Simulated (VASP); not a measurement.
Wanted: the native input for a VASP 6.6.1 run.

- Task: band structure
- Functional: PBEsol
- Potentials or basis: VASP PAW PBE potentials, release 64 (Te, Be)
- Cutoff: 500 eV
- k mesh: 9 × 9 × 9
- Occupations: gaussian, width 0.03 eV
- Spin: non-collinear spin, zero start, spin-orbit coupling
- Starting moments: [[0.0, 0.0, 0.0], [0.0, 0.0, 0.0]] μB
- Tolerance level: standard
- Purpose: bands
- Route: KPOINTS_OPT
- Further INCAR settings: ALGO = Normal; EDIFF = 1e-07; NBANDS = 52

The structure of BeTe lies in POSCAR:

```
BeTe
1.0
    0.0000000000      2.7700000000      2.7700000000
    2.7700000000      0.0000000000      2.7700000000
    2.7700000000      2.7700000000      0.0000000000
Te Be
1 1
Direct
    0.7500000000      0.7500000000      0.7500000000
    0.0000000000      0.0000000000      0.0000000000
```

The input as run:

INCAR

```
GGA = PS
LSORBIT = True
MAGMOM = 0 0 0 0 0 0
LORBIT = 11
ISMEAR = 0
SIGMA = 0.03
LWAVE = False
LCHARG = False
NBANDS = 52
PREC = Accurate
LASPH = True
LREAL = False
ALGO = Normal
EDIFF = 1E-7
NELM = 200
GGA_COMPAT = False
ENCUT = 500
EFERMI = MIDGAP
```

KPOINTS

```
Automatic mesh
0
Gamma
  9 9 9
  0 0 0
```

KPOINTS_OPT

```
path GXWKGLUWLK,UX
32
line-mode
reciprocal
 0.0000000000  0.0000000000  0.0000000000  G
 0.5000000000  0.0000000000  0.5000000000  X

 0.5000000000  0.0000000000  0.5000000000  X
 0.5000000000  0.2500000000  0.7500000000  W

 0.5000000000  0.2500000000  0.7500000000  W
 0.3750000000  0.3750000000  0.7500000000  K

 0.3750000000  0.3750000000  0.7500000000  K
 0.0000000000  0.0000000000  0.0000000000  G

 0.0000000000  0.0000000000  0.0000000000  G
 0.5000000000  0.5000000000  0.5000000000  L

 0.5000000000  0.5000000000  0.5000000000  L
 0.6250000000  0.2500000000  0.6250000000  U

 0.6250000000  0.2500000000  0.6250000000  U
 0.5000000000  0.2500000000  0.7500000000  W

 0.5000000000  0.2500000000  0.7500000000  W
 0.5000000000  0.5000000000  0.5000000000  L

 0.5000000000  0.5000000000  0.5000000000  L
 0.3750000000  0.3750000000  0.7500000000  K

 0.6250000000  0.2500000000  0.6250000000  U
 0.5000000000  0.0000000000  0.5000000000  X
```

Potentials or basis: VASP PAW PBE potentials, release 64 (Te, Be).

Run with:

```sh
$ cat potpaw_PBE.64/Te/POTCAR potpaw_PBE.64/Be/POTCAR > POTCAR
$ mpirun -np 1 vasp_ncl > vasp.out
```

Results of the run:

```
Pressure                                              : 2.6 GPa
Net moment                                            : 0.00 μB per cell
Valence electrons inside the program's atomic spheres : Te 3.53; Be 0.99
```

Caveat: the PAW data sets were made with another functional, which shifts forces and pressure a little.

Wall time 9.7 min on 1 thread of Intel(R) Xeon(R) 6975P-C (Granite Rapids) (shared host), peak memory 0.46 GiB.
